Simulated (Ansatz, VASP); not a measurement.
**SnO2: VASP beside Ansatz**

File INCAR:

```
PREC = Accurate ; ENCUT = 520
EDIFF = 1E-7 ; ISMEAR = 0
SIGMA = 0.05 ; LREAL = F
LASPH = T ; NELM = 100
ALGO = Normal ; ISIF = 2
LWAVE = F ; LCHARG = F
GGA = PE ; IVDW = 12
NBANDS = 35
```

File KPOINTS:

```
Automatic mesh
0
Gamma
  12 12 4
```

POSCAR

```
SnO2
1.0
    3.3020842709      0.0000000000      0.0000000000
   -1.6510421355      2.8596888641      0.0000000000
    0.0000000000      0.0000000000      9.7835131320
Sn O
2 4
Direct
    0.0000000000      0.0000000000      0.5000000000
    0.0000000000      0.0000000000      0.0000000000
    0.6666666667      0.3333333333      0.4018666787
    0.6666666667      0.3333333333      0.0981333213
    0.3333333333      0.6666666667      0.5981333213
    0.3333333333      0.6666666667      0.9018666787
```

Input for Ansatz:

```yaml
crystal:
  lattice:
    - [3.3020842709, 0.0, 0.0]
    - [-1.6510421355, 2.8596888641, 0.0]
    - [0.0, 0.0, 9.783513132]
  atoms:
    - { symbol: Sn, position: [0.0, 0.0, 0.5] }
    - { symbol: Sn, position: [0.0, 0.0, 0.0] }
    - { symbol: O, position: [0.6666666667, 0.3333333333, 0.4018666787] }
    - { symbol: O, position: [0.6666666667, 0.3333333333, 0.0981333213] }
    - { symbol: O, position: [0.3333333333, 0.6666666667, 0.5981333213] }
    - { symbol: O, position: [0.3333333333, 0.6666666667, 0.9018666787] }
basis:
  ecutwfc: 420
kpoints:
  mp_grid: { grid: [12, 12, 4] }
hamiltonian:
  xc: pbe
  dispersion: d3bj
scf:
  occupations: { method: gaussian, width: 0.05 }
output:
  forces: true
  stress: true
  eigenvalues: true
```

Alike in both runs: task single point; functional PBE; dispersion D3(BJ); k mesh 12 × 12 × 4; occupations gaussian, width 0.05 eV; no spin polarisation.

```csv
,VASP,Ansatz
version,VASP 6.6.1,Ansatz 0.2.0
potentials or method,"VASP PAW PBE potentials, release 64 (Sn_d, O), cutoff 520 eV","scalar-relativistic, plane waves, PAW"
valence electrons in the cell,52,52
```

Ansatz gave:

| Property | Result |
| --- | --- |
| gap on the k mesh at the Fermi level (eV) | 1.39 |
| least direct gap on the mesh (eV) | 1.78 |
| pressure (GPa) | -4.4 |
| traceless stress, the component that is largest in VASP (GPa) | 6.67 |
| rms of the force components (eV/Å) | 0.051 |

Task: What did VASP give for the same quantities?

Result: gap on the k mesh at the Fermi level (eV): 1.37; least direct gap on the mesh (eV): 1.76; pressure (GPa): -3.9; traceless stress, the component that is largest in VASP (GPa): 6.32; rms of the force components (eV/Å): 0.071.

Atom by atom the forces differ by 0.019 eV/Å (rms over components).
